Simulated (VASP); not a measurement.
# Co (Fm-3m) in VASP: notebook, part 2 of 2

VASP 6.6.1. Earlier steps stand in the parts before.

## Step 3: Single point, PBE, collinear spin, ferromagnetic start

File INCAR:

```
  PREC = Accurate
  ENCUT = 520
  EDIFF = 1E-6
  ISMEAR = 0
  SIGMA = 0.1
  LREAL = F
  LASPH = T
  NELM = 150
  ALGO = Normal
  ISIF = 2
  LWAVE = F
  LCHARG = F
  ISPIN = 2
  MAGMOM = 1.92 1.92
  LORBIT = 11
  LMAXMIX = 4
  GGA = PE
  NBANDS = 20
```

File KPOINTS:

```
regular mesh
0
Gamma
  11 11 11
```

File POSCAR:

```
Co
1.0
    3.5979000000      1.7989500000      1.7989500000
    1.7989500000      3.5979000000      1.7989500000
    1.7989500000      1.7989500000      3.5979000000
Co
2
Direct
    0.0000000000      0.0000000000      0.0000000000
    0.5000000000      0.5000000000      0.5000000000
```

Potentials or basis: VASP PAW PBE potentials, release 64 (Co).

Command:

```console
cat potpaw_PBE.64/Co/POTCAR > POTCAR
mpirun -np 1 vasp_std > vasp.out
```

OUTCAR:

```text
PREC = Accurate
   ENCUT = 520
   EDIFF = 1E-6
   ISMEAR = 0
   LREAL = F
   LASPH = T
   NELM = 150
   ISIF = 2
   ISPIN = 2
   LORBIT = 11
   GGA = PE

 ion  position               nearest neighbor table
   1  0.000  0.000  0.000-   2 2.54   2 2.54   2 2.54   2 2.54   2 2.54   2 2.54
   2  0.500  0.500  0.500-   1 2.54   1 2.54   1 2.54   1 2.54   1 2.54   1 2.54

  LATTYP: Found a trigonal (rhomboedric) cell.
 ALAT       =     4.4065095728
 COS(alpha) =     0.8333333333

  Lattice vectors:

 A1 = (   3.5979000000,   1.7989500000,   1.7989500000)
 A2 = (   1.7989500000,   3.5979000000,   1.7989500000)
 A3 = (   1.7989500000,   1.7989500000,   3.5979000000)

Analysis of symmetry for initial positions (statically):
=====================================================================
 Subroutine PRICEL returns following result:

  LATTYP: Found a face centered cubic cell.
 ALAT       =     3.5979000000
[... 12 lines left out ...]
 Subroutine GETGRP returns: Found 12 space group operations
 (whereof 12 operations were pure point group operations)
 out of a pool of 12 trial point group operations.

The static configuration has the point symmetry D_3d.

Analysis of symmetry for dynamics (positions and initial velocities):
=====================================================================
 Subroutine PRICEL returns following result:

  LATTYP: Found a face centered cubic cell.
 ALAT       =     3.5979000000
[... 12 lines left out ...]
 Subroutine GETGRP returns: Found 12 space group operations
 (whereof 12 operations were pure point group operations)
 out of a pool of 12 trial point group operations.

The dynamic configuration has the point symmetry D_3d.

Analysis of structural, dynamic, and magnetic symmetry:
=====================================================================
 Subroutine PRICEL returns following result:

  LATTYP: Found a face centered cubic cell.
 ALAT       =     3.5979000000
[... 12 lines left out ...]
 Subroutine GETGRP returns: Found 12 space group operations
 (whereof 12 operations were pure point group operations)
 out of a pool of 12 trial point group operations.

The overall configuration has the point symmetry D_3d.

 Subroutine INISYM returns: Found 12 space group operations
 (whereof 12 operations are pure point group operations),
 and found     2 'primitive' translations

----------------------------------------------------------------------------------------

                                     Primitive cell

  volume of cell :      11.6436

  direct lattice vectors                    reciprocal lattice vectors
     0.000000000 -1.798950000  1.798950000     0.277939909 -0.277939909  0.277939909
    -1.798950000  0.000000000  1.798950000    -0.277939909  0.277939909  0.277939909
    -1.798950000 -1.798950000  0.000000000    -0.277939909 -0.277939909 -0.277939909

  length of vectors
     2.544099488  2.544099488  2.544099488     0.481406045  0.481406045  0.481406045

  position of ions in fractional coordinates (direct lattice)
     0.000000000  0.000000000  0.000000000

  ion indices of the primitive-cell ions
   primitive index   ion index
                 1           1

----------------------------------------------------------------------------------------

 KPOINTS: regular mesh

Automatic generation of k-mesh.
 Grid dimensions read from file:
[... 55 lines left out ...]
 SYSTEM =  unknown system
   PREC   = accura    normal or accurate (medium, high low for compatibility)
   ISTART =      0    job   : 0-new  1-cont  2-samecut
   ICHARG =      2    charge: 1-file 2-atom 10-const
   ISPIN  =      2    spin polarized calculation?
   LNONCOLLINEAR =      F non collinear calculations
   LSORBIT =      F    spin-orbit coupling
   LASPH  =      T    aspherical Exc in radial PAW
   ENCUT  =  520.0 eV  38.22 Ry    6.18 a.u.   8.19  8.19  8.19*2*pi/ulx,y,z
   NELM   =    150;   NELMIN=  2; NELMDL= -5     # of ELM steps
   EDIFF  = 0.1E-05   stopping-criterion for ELM
   LREAL  =      F    real-space projection
   EDIFFG = 0.1E-04   stopping-criterion for IOM
   NSW    =      0    number of steps for IOM
   IBRION =     -1    ionic relax: 0-MD 1-quasi-New 2-CG
   NFREE  =      0    steps in history (QN), initial steepest desc. (CG)
   ISIF   =      2    stress and relaxation
   ISYM   =      2    0-nonsym 1-usesym 2-fastsym
   POTIM  = 0.5000    time-step for ionic-motion
   TEBEG  =    0.0;   TEEND  =   0.0 temperature during run
   PSTRESS=    0.0 pullay stress
   NELECT =      18.0000    total number of electrons
   NUPDOWN=      -1.0000    fix difference up-down
   EMIN   =  10.00;   EMAX   =-10.00  energy-range for DOS
   EFERMI =   0.00;   METHOD = LEGACY
   ISMEAR =     0;   SIGMA  =   0.10  broadening in eV -4-tet -1-fermi 0-gaus
   EFERMI_NEDOS =   21; number of points for ismear=-14 and -15
   IALGO  =     38    algorithm
   IMIX   =      4    mixing-type and parameters
     AMIX     =   0.40;   BMIX     =  1.00
     AMIX_MAG =   1.60;   BMIX_MAG =  1.00
  volume/ion in A,a.u.               =      11.64        78.57
  Fermi-wavevector in a.u.,A,eV,Ry     =   1.502427  2.839174 30.712233  2.257285
  Thomas-Fermi vector in A             =   2.613669
   LORBIT       =     11    0 simple, 1 ext, 2 COOP (PROOUT), +10 PAW based schemes
   GGA     = PE    functional components
   LHFCALC =     F    Hartree Fock is set to
   AEXX    =    0.0000 exact exchange contribution
   IVDW    =     0    specifies the selected vdW correction
   LEPSILON=     F    determine dielectric tensor
   LRPA    =     F    only Hartree local field effects (RPA)
 spin polarized calculation
 Gauss-broadening in eV      SIGMA  =   0.10
  energy-cutoff  :      520.00
  volume of cell :       23.29
 maximum number of plane-waves:       663
 NGX is ok and might be reduce to    36
   NGX = 17   NGY = 17   NGZ = 17

 number of electron      18.0000003 magnetization       3.3049701

 Free energy of the ion-electron system (eV)
  ---------------------------------------------------
  ext. energy  EPLUGINS =         0.00000000
  ---------------------------------------------------
  free energy    TOTEN  =       -13.97585746 eV

  energy without entropy =      -13.96114824  energy(sigma->0) =      -13.96850285

 E-fermi :   9.4140     XC(G=0): -12.9949

 val. band max:        9.4139333305   @ k =  -0.2727   0.4545   0.1818
 cond. band min:       9.4143323295   @ k =  -0.4545   0.2727   0.0909
 fundamental gap:      0.0003989990
 Fermi energy:         9.4139910416

 spin component 1

 k-point     1 :       0.0000    0.0000    0.0000
  band No.  band energies     occupation
      1       0.7860      1.00000
      2       4.4962      1.00000
      3       6.6430      1.00000
      4       6.6430      1.00000
      5       6.7713      1.00000
      6       6.7713      1.00000
[... 541 lines left out ...]
     19      35.2093      0.00000
     20      36.0120      0.00000

 [... further k-points ...]

 spin component 2

 k-point     1 :       0.0000    0.0000    0.0000
  band No.  band energies     occupation
      1       0.7831      1.00000
      2       5.4114      1.00000
      3       8.3587      1.00000
      4       8.3587      1.00000
      5       8.3615      1.00000
      6       8.3615      1.00000
[... 541 lines left out ...]
     19      35.5052      0.00000
     20      36.0974      0.00000

 [... further k-points ...]
[... 5 lines left out ...]
  --------------------------------------------------------------------------------------
  -------------------------------------------------------------------------------------
  Total       -1.8621310     -1.8621310     -1.8621310      0.0063897      0.0063897      0.0063897
  in kB     -128.1160534   -128.1160534   -128.1160534      0.4396189      0.4396189      0.4396189
  external PRESSURE =    -128.1160534 kB  Pullay stress =       0.0000000 kB

 VOLUME and BASIS-vectors are now :
 -----------------------------------------------------------------------------
  energy-cutoff  :      520.00
  volume of cell :       23.29
      direct lattice vectors                 reciprocal lattice vectors
     3.597900000  1.798950000  1.798950000     0.416909864 -0.138969955 -0.138969955
     1.798950000  3.597900000  1.798950000    -0.138969955  0.416909864 -0.138969955
     1.798950000  1.798950000  3.597900000    -0.138969955 -0.138969955  0.416909864

 POSITION                                       TOTAL-FORCE (eV/Angst)
 -----------------------------------------------------------------------------------
      0.00000      0.00000      0.00000        -0.000000      0.000000      0.000000
      3.59790      3.59790      3.59790         0.000000     -0.000000     -0.000000
 -----------------------------------------------------------------------------------
    total drift:                                0.000000      0.000000      0.000000

  FREE ENERGIE OF THE ION-ELECTRON SYSTEM (eV)
  ---------------------------------------------------
  free  energy   TOTEN  =       -13.9758574590 eV

  energy  without entropy=      -13.9611482383  energy(sigma->0) =      -13.96850285

 total charge

# of ion       s       p       d       tot
------------------------------------------
    1        0.460   0.465   7.217   8.143
    2        0.460   0.465   7.217   8.143
--------------------------------------------------
tot          0.921   0.930  14.435  16.286

 magnetization (x)

# of ion       s       p       d       tot
------------------------------------------
    1       -0.013  -0.048   1.744   1.684
    2       -0.013  -0.048   1.744   1.684
--------------------------------------------------
tot         -0.025  -0.096   3.489   3.368
```

OSZICAR:

```text
N       E                     dE             d eps       ncg     rms          rms(c)
DAV:   1     0.877320436521E+02    0.87732E+02   -0.74881E+03 12232   0.113E+03
DAV:   2    -0.112271983796E+02   -0.98959E+02   -0.89216E+02 11880   0.215E+02
DAV:   3    -0.160001919874E+02   -0.47730E+01   -0.45281E+01 13344   0.574E+01
DAV:   4    -0.160824173717E+02   -0.82225E-01   -0.82134E-01 14344   0.660E+00
DAV:   5    -0.160850259603E+02   -0.26086E-02   -0.26084E-02 13792   0.107E+00    0.139E+01
DAV:   6    -0.144999685719E+02    0.15851E+01   -0.80599E+00 12960   0.574E+01    0.764E+00
DAV:   7    -0.140070236878E+02    0.49294E+00   -0.13461E+00 13184   0.217E+01    0.365E+00
DAV:   8    -0.139904148250E+02    0.16609E-01   -0.16991E-02 15472   0.122E+00    0.158E+00
DAV:   9    -0.139765290069E+02    0.13886E-01   -0.32978E-03 17900   0.106E+00    0.442E-01
DAV:  10    -0.139758523989E+02    0.67661E-03   -0.68347E-04 15200   0.318E-01    0.955E-02
DAV:  11    -0.139758561258E+02   -0.37270E-05   -0.91552E-05 15948   0.138E-01    0.476E-02
DAV:  12    -0.139758569723E+02   -0.84652E-06   -0.12291E-05 13612   0.435E-02    0.240E-02
DAV:  13    -0.139758574590E+02   -0.48665E-06   -0.17015E-06 10956   0.131E-02
   1 F= -.13975857E+02 E0= -.13968503E+02  d E =-.147092E-01  mag=     3.3059
```

stdout:

```text
POSCAR found type information on POSCAR Co
 POSCAR found :  1 types and       2 ions
 scaLAPACK will be used
 LDA part: xc-table for (Slater+PW92), standard interpolation
 POSCAR, INCAR and KPOINTS ok, starting setup
 FFT: planning ... GRIDC
 FFT: planning ... GRID_SOFT
 FFT: planning ... GRID
 WAVECAR not read
 entering main loop
```

Wall time 1.8 min (1 thread of Intel Xeon 6975P-C (Granite Rapids), shared host); peak memory 0.3 GiB.

Results:

```yaml
Free_energy: -13.9759 eV
Pressure: -12.8 GPa
Net_moment: 3.30 μB per cell
Site_moments: Co +1.68 μB
Valence_electrons_inside_the_program's_atomic_spheres: Co 8.14
```

Levels at points of the mesh, in eV from the Fermi level:
Spin up:
```csv
k point,band 8,band 9,band 10,band 11,band 12,band 13,band 14,band 15
"(0.00, 0.00, 0.00)",-1.73,-1.73,-0.91,-0.91,-0.26,5.51,21.01,22.42
```
Spin down:
```
           k point  band 4  band 5  band 6  band 7  band 8  band 9  band 10  band 11
(0.00, 0.00, 0.00)   -1.06   -1.05   -1.05   -1.05   -0.33    0.28     0.28     1.01
```

## Step 4: Single point, PBE, collinear spin, ferromagnetic start

File INCAR:

```
PREC = Accurate
ENCUT = 520
EDIFF = 1E-6
ISMEAR = 0
SIGMA = 0.1
LREAL = False
LASPH = True
NELM = 150
ALGO = Normal
ISIF = 2
LWAVE = False
LCHARG = False
ISPIN = 2
MAGMOM = 0.09 0.09
LORBIT = 11
LMAXMIX = 4
GGA = PE
NBANDS = 20
```

File KPOINTS:

```
Automatic mesh
0
Gamma
  11 11 11
```

POSCAR is that of step 3.

Command:

```console
cat potpaw_PBE.64/Co/POTCAR > POTCAR
mpirun -np 1 vasp_std > vasp.out
```

Run time: 2.2 min. Hardware: 1 thread of Intel Xeon 6975P-C (Granite Rapids), shared host; peak memory 0.3 GiB.

The run converged. Its results:

- Free energy: -13.4581 eV
- Pressure: -23.4 GPa
- Band gap on the k mesh: zero (filled and empty bands overlap)
- Net moment: 0.00 μB per cell
- Valence electrons inside the program's atomic spheres: Co 8.14

Stress tensor (GPa, compression positive):
```
-23.42  -0.11  -0.11
 -0.11 -23.42  -0.11
 -0.11  -0.11 -23.42
```

Levels at points of the mesh, in eV from the Fermi level:
Spin up:
```csv
k point,band 5,band 6,band 7,band 8,band 9,band 10,band 11,band 12,band 13,band 14
"(0.00, 0.00, 0.00)",-1.61,-1.61,-1.61,-0.48,-0.48,0.03,0.28,0.28,6.25,21.19
```
Spin down:
```tsv
k point	band 6	band 7	band 8	band 9	band 10	band 11	band 12	band 13
(0.00, 0.00, 0.00)	-1.61	-1.61	-0.48	-0.48	0.03	0.27	0.27	6.25
```

## Step 5: Single point, PBE, collinear spin, ferromagnetic start

File INCAR:

```
  PREC = Accurate
  ENCUT = 520
  EDIFF = 1E-6
  ISMEAR = 0
  SIGMA = 0.1
  LREAL = False
  LASPH = True
  NELM = 150
  ALGO = Normal
  ISIF = 2
  LWAVE = False
  LCHARG = True
  ISPIN = 2
  MAGMOM = 3 3
  LORBIT = 11
  LMAXMIX = 4
  GGA = PE
  LELF = True
  LVHAR = True
  NBANDS = 20
```

File KPOINTS:

```
regular mesh
0
Gamma
  11 11 11
```

POSCAR is that of step 4.

Command:

```console
cat potpaw_PBE.64/Co/POTCAR > POTCAR
mpirun -np 1 vasp_std > vasp.out
```

Run time: 2.1 min. Hardware: 1 thread of Intel Xeon 6975P-C (Granite Rapids), shared host; peak memory 0.3 GiB.

It converged, with:

* Free energy: -13.9759 eV
* Pressure: -12.8 GPa
* Net moment: 3.31 μB per cell
* Site moments: Co +1.68 μB
* Valence electrons inside the program's atomic spheres: Co 8.14

Levels at points of the mesh, in eV from the Fermi level:
Spin up:
| k point | band 9 | band 10 | band 11 | band 12 | band 13 | band 14 |
| --- | --- | --- | --- | --- | --- | --- |
| (0.00, 0.00, 0.00) | -1.73 | -0.92 | -0.92 | -0.26 | 5.51 | 21.01 |
Spin down:
| k point | band 4 | band 5 | band 6 | band 7 | band 8 | band 9 | band 10 | band 11 |
| --- | --- | --- | --- | --- | --- | --- | --- | --- |
| (0.00, 0.00, 0.00) | -1.06 | -1.05 | -1.05 | -1.05 | -0.33 | 0.28 | 0.28 | 1.01 |

## Step 6: Single point, PBE, collinear spin, ferromagnetic start

File INCAR:

```
ALGO = Normal
EDIFF = 1E-7
ENCUT = 520
GGA = PE
ISIF = 2
ISMEAR = 0
ISPIN = 2
LASPH = T
LCHARG = F
LMAXMIX = 4
LORBIT = 11
LREAL = F
LWAVE = F
MAGMOM = 4.2 4.2
NBANDS = 20
NELM = 150
PREC = Accurate
SIGMA = 0.1
```

File KPOINTS:

```
k-points
0
Gamma
  11 11 11
```

POSCAR is that of step 5.

Potentials or basis: VASP PAW PBE potentials, release 64 (Co).

Command:

```console
cat potpaw_PBE.64/Co/POTCAR > POTCAR
mpirun -np 1 vasp_std > vasp.out
```

It took 2.1 min on 1 thread of Intel Xeon 6975P-C (Granite Rapids), shared host; peak memory 0.3 GiB.

Results (log left out):

- Free energy: -13.9759 eV
- Pressure: -12.7 GPa
- Net moment: 3.31 μB per cell
- Site moments: Co +1.68 μB
- Valence electrons inside the program's atomic spheres: Co 8.14

Levels at points of the mesh, in eV from the Fermi level:
Spin up:
```
           k point  band 9  band 10  band 11  band 12  band 13  band 14
(0.00, 0.00, 0.00)   -1.73    -0.92    -0.92    -0.26     5.51    21.01
```
Spin down:
```csv
k point,band 3,band 4,band 5,band 6,band 7,band 8,band 9,band 10,band 11,band 12
"(0.00, 0.00, 0.00)",-1.06,-1.06,-1.05,-1.05,-1.05,-0.33,0.28,0.28,1.01,1.01
```
